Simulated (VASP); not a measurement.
Set up this calculation in VASP 6.6.1, as the native input.

* Task: single point
* Functional: PBEsol
* Dispersion: D3(BJ)
* Potentials or basis: VASP PAW PBE potentials, release 64 (Hg)
* Cutoff: 520 eV
* k mesh: 18 × 18 × 10
* Occupations: gaussian, width 0.15 eV
* Spin: no spin polarisation
* Dipole correction: no
* Further INCAR settings: ALGO = Fast; EDIFF = 1e-07; NBANDS = 19

The structure of Hg lies in POSCAR:

```
Hg
1.0
    3.1935000000      0.0000000000      0.0000000000
   -1.5967500000      2.7656521270      0.0000000000
    0.0000000000      0.0000000000      5.2374000000
Hg
2
Direct
    0.6666666667      0.3333333333      0.7500000000
    0.3333333333      0.6666666667      0.2500000000
```

The input as run:

INCAR

```
ALGO = Fast ; EDIFF = 1E-7
ENCUT = 520 ; GGA = PS
ISIF = 2 ; ISMEAR = 0
IVDW = 12 ; LASPH = T
LCHARG = T ; LELF = T
LREAL = F ; LVHAR = T
LWAVE = F ; NBANDS = 19
NELM = 100 ; PREC = Accurate
SIGMA = 0.15
```

KPOINTS

```
k-points
0
Gamma
  18 18 10
```

Potentials or basis: VASP PAW PBE potentials, release 64 (Hg).

Command:

```bash
$ cat potpaw_PBE.64/Hg/POTCAR > POTCAR
$ mpirun -np 1 vasp_std > vasp.out
```

Results of the run:

```yaml
Pressure: -1.9 GPa
Band_gap_on_the_k_mesh: zero (bands 12 and 13 overlap by 1.70 eV)
Dispersion_energy_per_atom: -0.432 eV
```

Caveat: the PAW data sets were made with another functional, which shifts forces and pressure a little; spin-orbit coupling is left out, which moves the levels of the heavy elements.

Run time: 2.1 min on 1 thread of Oxide Virtual Turin-like Processor, with other jobs on the host, peak memory 0.25 GiB.
